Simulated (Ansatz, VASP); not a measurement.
## GaN: VASP beside Ansatz

```
CELL_PARAMETERS angstrom
3.20106 0.00000 0.00000
-1.60053 2.77220 0.00000
0.00000 0.00000 5.20021
ATOMIC_POSITIONS crystal
Ga 0.66667 0.33333 0.50000
Ga 0.33333 0.66667 0.00000
N 0.66667 0.33333 0.87500
N 0.33333 0.66667 0.37500
```

Alike in both runs: task single point; functional r2SCAN; dispersion D4; k mesh 10 × 10 × 5; occupations fermi-dirac, width 0.05 eV; no spin polarisation.

|  | VASP | Ansatz |
| --- | --- | --- |
| version | VASP 6.6.1 | Ansatz 0.2.0 |
| potentials or method | VASP PAW PBE potentials, release 64 (Ga_d, N_h) | Ansatz PAW |
| plane-wave cutoff (eV) | 910 | 500 |
| valence electrons in the cell | 36 | 36 |

```tsv
	VASP	Ansatz	Ansatz less VASP
gap on the k mesh at the Fermi level (eV)	2.24	2.24	+0.009
least direct gap on the mesh (eV)	2.24	2.24	+0.009
rms of the force components (eV/Å)	0.079	0.079	+0.0002
```

VASP's potentials were made for PBE, not for r2SCAN. Atom by atom the forces differ by 0.000 eV/Å (rms over components).

Noted on VASP's run: the cutoff is short for stress, so the pressure is rough. Noted on Ansatz's run: odd divisions of the mesh miss points on the zone boundary, where band edges often lie, so the gap on the mesh can be too wide.
